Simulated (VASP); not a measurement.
# BaZnAsF (P4/nmm) in VASP: notebook

The runs below take BaZnAsF through single point, with LDA.

Everything below comes from runs of VASP 6.6.1. Logs are shortened: lines on timing, memory, paths and dates and some standing lists are left out, and cuts for length are marked.

## (1) The cell of the first run

Symmetry: P4/nmm, No. 129, tetragonal system. Conventional cell: a = 4.299 Å, b = 4.299 Å, c = 9.622 Å, α = 90.00°, β = 90.00°, γ = 90.00°. Within 3.5 Å of Ba (site symmetry 4mm) lie 4 F at 2.67 Å and 4 As at 3.49 Å. Zn (site symmetry -4m2) has 4 As at 2.63 Å and 4 Zn at 3.04 Å within 3.5 Å. As (site symmetry 4mm) has 4 Zn at 2.63 Å and 4 Ba at 3.49 Å within 3.5 Å. Within 3.5 Å of F (site symmetry -4m2) lie 4 Ba at 2.67 Å and 4 F at 3.04 Å.

## (2) Single point, LDA

File INCAR:

```
SYSTEM = BaZnAsF
PREC = Accurate
ENCUT = 600
EDIFF = 1E-6
ISMEAR = 0
SIGMA = 0.01
LREAL = .FALSE.
LASPH = .TRUE.
NELM = 120
ALGO = Normal
ISIF = 2
LWAVE = .FALSE.
LCHARG = .FALSE.
NBANDS = 44
GGA_COMPAT = .FALSE.
```

File KPOINTS:

```
Automatic mesh
0
G
  6 6 3
  0 0 0
```

File POSCAR:

```
BaZnAsF
1.0
    4.2992300000      0.0000000000      0.0000000000
    0.0000000000      4.2992300000      0.0000000000
    0.0000000000      0.0000000000      9.6216900000
Ba Zn As F
2 2 2 2
Direct
    0.0000000000      0.5000000000      0.8354900000
    0.5000000000      0.0000000000      0.1645100000
    0.5000000000      0.5000000000      0.5000000000
    0.0000000000      0.0000000000      0.5000000000
    0.0000000000      0.5000000000      0.3433900000
    0.5000000000      0.0000000000      0.6566100000
    0.5000000000      0.5000000000      0.0000000000
    0.0000000000      0.0000000000      0.0000000000
```

Potentials or basis: VASP PAW LDA potentials, release 64 (Ba_sv, Zn, As, F).

Command:

```bash
cat potpaw_LDA.64/Ba_sv/POTCAR potpaw_LDA.64/Zn/POTCAR potpaw_LDA.64/As/POTCAR potpaw_LDA.64/F/POTCAR > POTCAR
mpirun -np 1 vasp_std > vasp.out
```

OUTCAR:

```text
SYSTEM = BaZnAsF
   PREC = Accurate
   ENCUT = 600
   EDIFF = 1E-6
   ISMEAR = 0
   LREAL = .FALSE.
   LASPH = .TRUE.
   NELM = 120
   ISIF = 2

 ion  position               nearest neighbor table
   1  0.000  0.500  0.835-   7 2.67   8 2.67   8 2.67   7 2.67   6 3.49   6 3.49   6 3.49   6 3.49
                             3 3.88   4 3.88   4 3.88   3 3.88   2 4.39   2 4.39   2 4.39   2 4.39
   2  0.500  0.000  0.165-   7 2.67   8 2.67   7 2.67   8 2.67   5 3.49   5 3.49   5 3.49   5 3.49
                             4 3.88   3 3.88   4 3.88   3 3.88   1 4.39   1 4.39   1 4.39   1 4.39
   3  0.500  0.500  0.500-   5 2.63   6 2.63   6 2.63   5 2.63   4 3.04   4 3.04   4 3.04   4 3.04
                             1 3.88   2 3.88   2 3.88   1 3.88
   4  0.000  0.000  0.500-   5 2.63   6 2.63   5 2.63   6 2.63   3 3.04   3 3.04   3 3.04   3 3.04
                             2 3.88   1 3.88   2 3.88   1 3.88
   5  0.000  0.500  0.343-   3 2.63   4 2.63   4 2.63   3 2.63   2 3.49   2 3.49   2 3.49   2 3.49

   6  0.500  0.000  0.657-   3 2.63   4 2.63   3 2.63   4 2.63   1 3.49   1 3.49   1 3.49   1 3.49

   7  0.500  0.500  0.000-   1 2.67   2 2.67   2 2.67   1 2.67
   8  0.000  0.000  0.000-   1 2.67   2 2.67   1 2.67   2 2.67

  LATTYP: Found a simple tetragonal cell.
 ALAT       =     4.2992300000
 C/A-ratio  =     2.2380030843

  Lattice vectors:

 A1 = (   4.2992300000,   0.0000000000,   0.0000000000)
 A2 = (   0.0000000000,   4.2992300000,   0.0000000000)
 A3 = (   0.0000000000,   0.0000000000,   9.6216900000)

Analysis of symmetry for initial positions (statically):
=====================================================================
 Subroutine PRICEL returns:
 Original cell was already a primitive cell.

 Routine SETGRP: Setting up the symmetry group for a
 simple tetragonal supercell.

 Subroutine GETGRP returns: Found 16 space group operations
 (whereof  8 operations were pure point group operations)
 out of a pool of 16 trial point group operations.

The static configuration has the point symmetry D_2d.
 The point group associated with its full space group is D_4h.

Analysis of symmetry for dynamics (positions and initial velocities):
=====================================================================
 Subroutine PRICEL returns:
 Original cell was already a primitive cell.

 Routine SETGRP: Setting up the symmetry group for a
 simple tetragonal supercell.

 Subroutine GETGRP returns: Found 16 space group operations
 (whereof  8 operations were pure point group operations)
 out of a pool of 16 trial point group operations.

The dynamic configuration has the point symmetry D_2d.
 The point group associated with its full space group is D_4h.

 Subroutine INISYM returns: Found 16 space group operations
 (whereof  8 operations are pure point group operations),
 and found     1 'primitive' translations

----------------------------------------------------------------------------------------

                                     Primitive cell

  volume of cell :     177.8413

  direct lattice vectors                    reciprocal lattice vectors
     4.299230000  0.000000000  0.000000000     0.232599791  0.000000000  0.000000000
     0.000000000  4.299230000  0.000000000     0.000000000  0.232599791  0.000000000
     0.000000000  0.000000000  9.621690000     0.000000000  0.000000000  0.103931846

  length of vectors
     4.299230000  4.299230000  9.621690000     0.232599791  0.232599791  0.103931846

  position of ions in fractional coordinates (direct lattice)
     0.000000000  0.500000000  0.835490000
     0.500000000  0.000000000  0.164510000
     0.500000000  0.500000000  0.500000000
     0.000000000  0.000000000  0.500000000
     0.000000000  0.500000000  0.343390000
     0.500000000  0.000000000  0.656610000
     0.500000000  0.500000000  0.000000000
     0.000000000  0.000000000  0.000000000

  ion indices of the primitive-cell ions
   primitive index   ion index
                 1           1
                 2           2
                 3           3
                 4           4
                 5           5
                 6           6
                 7           7
                 8           8

----------------------------------------------------------------------------------------

 KPOINTS: Automatic mesh

Automatic generation of k-mesh.
 Grid dimensions read from file:
 generate k-points for:    6    6    3

 Generating k-lattice:

  Cartesian coordinates                     Fractional coordinates (reciprocal lattice)
     0.038766632  0.000000000  0.000000000     0.166666667  0.000000000  0.000000000
     0.000000000  0.038766632  0.000000000     0.000000000  0.166666667  0.000000000
     0.000000000  0.000000000  0.034643949     0.000000000  0.000000000  0.333333333

  Length of vectors
     0.038766632  0.038766632  0.034643949

  Shift w.r.t. Gamma in fractional coordinates (k-lattice)
     0.000000000  0.000000000  0.000000000

 Subroutine IBZKPT returns following result:
 ===========================================

 Found     20 irreducible k-points:

 Following reciprocal coordinates:
            Coordinates               Weight
  0.000000  0.000000  0.000000      1.000000
  0.166667  0.000000  0.000000      4.000000
  0.333333  0.000000  0.000000      4.000000
  0.500000  0.000000  0.000000      2.000000
  0.166667  0.166667  0.000000      4.000000
  0.333333  0.166667  0.000000      8.000000
[... 12 lines left out ...]
  0.500000  0.333333  0.333333      8.000000
  0.500000  0.500000  0.333333      2.000000
   k-points           NKPTS =     20   k-points in BZ     NKDIM =     20   number of bands    NBANDS=     44
   number of dos      NEDOS =    301   number of ions     NIONS =      8
   total plane-waves  NPLWV = 103680
   dimension x,y,z NGX =    36 NGY =   36 NGZ =   80
   dimension x,y,z NGXF=    72 NGYF=   72 NGZF=  160
   ions per type =               2   2   2   2
   NGX,Y,Z   is equivalent  to a cutoff of  13.92, 13.92, 13.82 a.u.
   NGXF,Y,Z  is equivalent  to a cutoff of  27.84, 27.84, 27.65 a.u.
 SYSTEM =  BaZnAsF
   PREC   = accura    normal or accurate (medium, high low for compatibility)
   ISTART =      0    job   : 0-new  1-cont  2-samecut
   ICHARG =      2    charge: 1-file 2-atom 10-const
   ISPIN  =      1    spin polarized calculation?
   LNONCOLLINEAR =      F non collinear calculations
   LSORBIT =      F    spin-orbit coupling
   LASPH  =      T    aspherical Exc in radial PAW
   ENCUT  =  600.0 eV  44.10 Ry    6.64 a.u.   8.59  8.59 19.22*2*pi/ulx,y,z
   NELM   =    120;   NELMIN=  2; NELMDL= -5     # of ELM steps
   EDIFF  = 0.1E-05   stopping-criterion for ELM
   LREAL  =      F    real-space projection
   EDIFFG = 0.1E-04   stopping-criterion for IOM
   NSW    =      0    number of steps for IOM
   IBRION =     -1    ionic relax: 0-MD 1-quasi-New 2-CG
   NFREE  =      0    steps in history (QN), initial steepest desc. (CG)
   ISIF   =      2    stress and relaxation
   ISYM   =      2    0-nonsym 1-usesym 2-fastsym
   POTIM  = 0.5000    time-step for ionic-motion
   TEBEG  =    0.0;   TEEND  =   0.0 temperature during run
   PSTRESS=    0.0 pullay stress
   NELECT =      68.0000    total number of electrons
   NUPDOWN=      -1.0000    fix difference up-down
   EMIN   =  10.00;   EMAX   =-10.00  energy-range for DOS
   EFERMI =   0.00;   METHOD = LEGACY
   ISMEAR =     0;   SIGMA  =   0.01  broadening in eV -4-tet -1-fermi 0-gaus
   EFERMI_NEDOS =   21; number of points for ismear=-14 and -15
   IALGO  =     38    algorithm
   IMIX   =      4    mixing-type and parameters
     AMIX     =   0.40;   BMIX     =  1.00
     AMIX_MAG =   1.60;   BMIX_MAG =  1.00
  volume/ion in A,a.u.               =      22.23       150.02
  Fermi-wavevector in a.u.,A,eV,Ry     =   1.188229  2.245428 19.209912  1.411889
  Thomas-Fermi vector in A             =   2.324363
   LORBIT       =      0    0 simple, 1 ext, 2 COOP (PROOUT), +10 PAW based schemes
   GGA     = CA    functional components
   LHFCALC =     F    Hartree Fock is set to
   AEXX    =    0.0000 exact exchange contribution
   IVDW    =     0    specifies the selected vdW correction
   LEPSILON=     F    determine dielectric tensor
   LRPA    =     F    only Hartree local field effects (RPA)
 non-spin polarized calculation
 Gauss-broadening in eV      SIGMA  =   0.01
  energy-cutoff  :      600.00
  volume of cell :      177.84
 maximum number of plane-waves:      5954
 NGX is ok and might be reduce to    36
   NGX = 17   NGY = 17   NGZ = 39

 number of electron      67.9999968 magnetization

 Free energy of the ion-electron system (eV)
  ---------------------------------------------------
  ext. energy  EPLUGINS =         0.00000000
  ---------------------------------------------------
  free energy    TOTEN  =       -38.68910946 eV

  energy without entropy =      -38.68910946  energy(sigma->0) =      -38.68910946

 E-fermi :   2.6588     XC(G=0):  -9.8711

 val. band max:        2.6111024400   @ k =   0.0000   0.0000   0.0000
 cond. band min:       2.7180354590   @ k =   0.0000   0.0000   0.0000
 fundamental gap:      0.1069330190
 Fermi energy:         2.6588311334

 k-point     1 :       0.0000    0.0000    0.0000
  band No.  band energies     occupation
      1     -24.9222      2.00000
      2     -24.7778      2.00000
      3     -20.5532      2.00000
      4     -20.4204      2.00000
      5     -10.1021      2.00000
      6     -10.0840      2.00000
[... 36 lines left out ...]
     43       7.6355      0.00000
     44       7.6381      0.00000

 k-point     2 :       0.1667    0.0000    0.0000
  band No.  band energies     occupation
      1     -24.9001      2.00000
      2     -24.7744      2.00000
      3     -20.5601      2.00000
      4     -20.4466      2.00000
      5     -10.2354      2.00000
      6     -10.1742      2.00000
[... 838 lines left out ...]
 k-point    20 :       0.5000    0.5000    0.3333
  band No.  band energies     occupation
      1     -24.7464      2.00000
      2     -24.7464      2.00000
      3     -20.6180      2.00000
      4     -20.6180      2.00000
      5     -10.3032      2.00000
      6     -10.3032      2.00000
[... 36 lines left out ...]
     43       9.3135      0.00000
     44       9.3293      0.00000

------------------------ aborting loop because EDIFF is reached ----------------------------------------

  FORCE on cell =-STRESS in cart. coord.  units (eV):
  Direction    XX          YY          ZZ          XY          YZ          ZX
  --------------------------------------------------------------------------------------
  -------------------------------------------------------------------------------------
  Total       -6.2632626     -6.2632626     -5.6955934      0.0000000      0.0000000      0.0000000
  in kB      -56.4258985    -56.4258985    -51.3117519      0.0000000      0.0000000      0.0000000
  external PRESSURE =     -54.7211830 kB  Pullay stress =       0.0000000 kB

 VOLUME and BASIS-vectors are now :
 -----------------------------------------------------------------------------
  energy-cutoff  :      600.00
  volume of cell :      177.84
      direct lattice vectors                 reciprocal lattice vectors
     4.299230000  0.000000000  0.000000000     0.232599791  0.000000000  0.000000000
     0.000000000  4.299230000  0.000000000     0.000000000  0.232599791  0.000000000
     0.000000000  0.000000000  9.621690000     0.000000000  0.000000000  0.103931846

 POSITION                                       TOTAL-FORCE (eV/Angst)
 -----------------------------------------------------------------------------------
      0.00000      2.14961      8.03883         0.000000     -0.000000      0.349549
      2.14961      0.00000      1.58286         0.000000      0.000000     -0.349549
      2.14961      2.14961      4.81084         0.000000     -0.000000      0.000000
      0.00000      0.00000      4.81084         0.000000      0.000000      0.000000
      0.00000      2.14961      3.30399         0.000000     -0.000000      0.384668
      2.14961      0.00000      6.31770         0.000000      0.000000     -0.384668
      2.14961      2.14961      0.00000        -0.000000     -0.000000      0.000000
      0.00000      0.00000      0.00000         0.000000      0.000000      0.000000
 -----------------------------------------------------------------------------------
    total drift:                                0.000000      0.000000      0.000000

  FREE ENERGIE OF THE ION-ELECTRON SYSTEM (eV)
  ---------------------------------------------------
  free  energy   TOTEN  =       -38.6891094625 eV

  energy  without entropy=      -38.6891094625  energy(sigma->0) =      -38.68910946
```

Wall time 6 min (1 thread of Intel Xeon 8259CL, shared host); peak memory 0.38 GiB.

What came out:

```
Free energy            : -38.6891 eV
Pressure               : -5.5 GPa
Largest force          : 0.385 eV/Å
Band gap on the k mesh : 0.11 eV, direct
```

Forces in eV/Å, atoms in the order of the input:
```
Ba   0.000  0.000  0.350
Ba   0.000  0.000 -0.350
Zn   0.000  0.000  0.000
Zn   0.000  0.000  0.000
As   0.000  0.000  0.385
As   0.000  0.000 -0.385
F    0.000  0.000  0.000
F    0.000  0.000  0.000
```

Stress tensor (GPa, compression positive):
```
-5.64  0.00  0.00
 0.00 -5.64  0.00
 0.00  0.00 -5.13
```

Caveat: spin-orbit coupling is left out, which moves the levels of the heavy elements. A k mesh can miss the band edges.

## (3) Single point, LDA

File INCAR:

```
  ALGO = Normal
  EDIFF = 1E-6
  ENCUT = 600
  GGA_COMPAT = False
  ISIF = 2
  ISMEAR = 0
  LASPH = True
  LCHARG = True
  LELF = True
  LREAL = False
  LVHAR = True
  LWAVE = False
  NBANDS = 44
  NELM = 120
  PREC = Accurate
  SIGMA = 0.01
```

File KPOINTS:

```
k-points
0
Gamma
  6 6 3
```

POSCAR is that of step 2.

Potentials or basis: VASP PAW LDA potentials, release 64 (Ba_sv, Zn, As, F).

Command:

```bash
cat potpaw_LDA.64/Ba_sv/POTCAR potpaw_LDA.64/Zn/POTCAR potpaw_LDA.64/As/POTCAR potpaw_LDA.64/F/POTCAR > POTCAR
mpirun -np 1 vasp_std > vasp.out
```

OUTCAR:

```text
EDIFF = 1E-6
   ENCUT = 600
   ISIF = 2
   ISMEAR = 0
   LASPH = True
   LREAL = False
   NELM = 120
   PREC = Accurate

 ion  position               nearest neighbor table
   1  0.000  0.500  0.835-   7 2.67   8 2.67   8 2.67   7 2.67   6 3.49   6 3.49   6 3.49   6 3.49
                             3 3.88   4 3.88   4 3.88   3 3.88   2 4.39   2 4.39   2 4.39   2 4.39
   2  0.500  0.000  0.165-   7 2.67   8 2.67   7 2.67   8 2.67   5 3.49   5 3.49   5 3.49   5 3.49
                             4 3.88   3 3.88   4 3.88   3 3.88   1 4.39   1 4.39   1 4.39   1 4.39
   3  0.500  0.500  0.500-   5 2.63   6 2.63   6 2.63   5 2.63   4 3.04   4 3.04   4 3.04   4 3.04
                             1 3.88   2 3.88   2 3.88   1 3.88
   4  0.000  0.000  0.500-   5 2.63   6 2.63   5 2.63   6 2.63   3 3.04   3 3.04   3 3.04   3 3.04
[... 1157 lines left out ...]
  external PRESSURE =     -54.7211830 kB  Pullay stress =       0.0000000 kB

 VOLUME and BASIS-vectors are now :
 -----------------------------------------------------------------------------
  energy-cutoff  :      600.00
  volume of cell :      177.84
      direct lattice vectors                 reciprocal lattice vectors
     4.299230000  0.000000000  0.000000000     0.232599791  0.000000000  0.000000000
     0.000000000  4.299230000  0.000000000     0.000000000  0.232599791  0.000000000
     0.000000000  0.000000000  9.621690000     0.000000000  0.000000000  0.103931846

 POSITION                                       TOTAL-FORCE (eV/Angst)
 -----------------------------------------------------------------------------------
      0.00000      2.14961      8.03883         0.000000     -0.000000      0.349549
      2.14961      0.00000      1.58286         0.000000      0.000000     -0.349549
      2.14961      2.14961      4.81084         0.000000     -0.000000      0.000000
      0.00000      0.00000      4.81084         0.000000      0.000000      0.000000
      0.00000      2.14961      3.30399         0.000000     -0.000000      0.384668
      2.14961      0.00000      6.31770         0.000000      0.000000     -0.384668
      2.14961      2.14961      0.00000        -0.000000     -0.000000      0.000000
      0.00000      0.00000      0.00000         0.000000      0.000000      0.000000
 -----------------------------------------------------------------------------------
    total drift:                                0.000000      0.000000      0.000000

  FREE ENERGIE OF THE ION-ELECTRON SYSTEM (eV)
  ---------------------------------------------------
  free  energy   TOTEN  =       -38.6891094625 eV

  energy  without entropy=      -38.6891094625  energy(sigma->0) =      -38.68910946
```

OSZICAR:

```text
N       E                     dE             d eps       ncg     rms          rms(c)
DAV:   1     0.655793598261E+03    0.65579E+03   -0.32393E+04  1760   0.178E+03
DAV:   2     0.464752877252E+02   -0.60932E+03   -0.57726E+03  1892   0.413E+02
DAV:   3    -0.370478164142E+02   -0.83523E+02   -0.82418E+02  1964   0.160E+02
DAV:   4    -0.415703998578E+02   -0.45226E+01   -0.45010E+01  2472   0.317E+01
DAV:   5    -0.417047209564E+02   -0.13432E+00   -0.13420E+00  2536   0.490E+00    0.104E+01
DAV:   6    -0.388285537380E+02    0.28762E+01   -0.11368E+01  2264   0.336E+01    0.650E+00
DAV:   7    -0.387642938711E+02    0.64260E-01   -0.17841E+00  2104   0.721E+00    0.334E+00
DAV:   8    -0.386960100940E+02    0.68284E-01   -0.13291E-01  2216   0.234E+00    0.792E-01
DAV:   9    -0.386887606948E+02    0.72494E-02   -0.32854E-02  2656   0.143E+00    0.176E-01
DAV:  10    -0.386890924033E+02   -0.33171E-03   -0.59776E-03  2112   0.431E-01    0.709E-02
DAV:  11    -0.386891040033E+02   -0.11600E-04   -0.37019E-04  2392   0.107E-01    0.232E-02
DAV:  12    -0.386891097933E+02   -0.57900E-05   -0.48936E-05  2428   0.341E-02    0.591E-03
DAV:  13    -0.386891094625E+02    0.33084E-06   -0.51401E-06  2124   0.120E-02
   1 F= -.38689109E+02 E0= -.38689109E+02  d E =-.134060E-13
```

stdout:

```text
POSCAR found type information on POSCAR BaZnAsF
 POSCAR found :  4 types and       8 ions
 scaLAPACK will be used
 LDA part: xc-table for (Slater(with rela. corr.)+CA(PZ))
 , standard interpolation
 POSCAR, INCAR and KPOINTS ok, starting setup
 FFT: planning ... GRIDC
 FFT: planning ... GRID_SOFT
 FFT: planning ... GRID
 WAVECAR not read
 entering main loop
```

Run time: 6.3 min. Hardware: 1 thread of Intel Xeon 8259CL, shared host; peak memory 0.38 GiB.

Results:

* Free energy: -38.6891 eV
* Pressure: -5.5 GPa
* Largest force: 0.385 eV/Å
* Band gap on the k mesh: 0.11 eV, direct

Forces on the atoms (eV/Å):
```
Ba   0.000  0.000  0.350
Ba   0.000  0.000 -0.350
Zn   0.000  0.000  0.000
Zn   0.000  0.000  0.000
As   0.000  0.000  0.385
As   0.000  0.000 -0.385
F    0.000  0.000  0.000
F    0.000  0.000  0.000
```

Stress tensor (GPa, compression positive):
```
-5.64  0.00  0.00
 0.00 -5.64  0.00
 0.00  0.00 -5.13
```

Caveat: spin-orbit coupling is left out, which moves the levels of the heavy elements. A k mesh can miss the band edges.
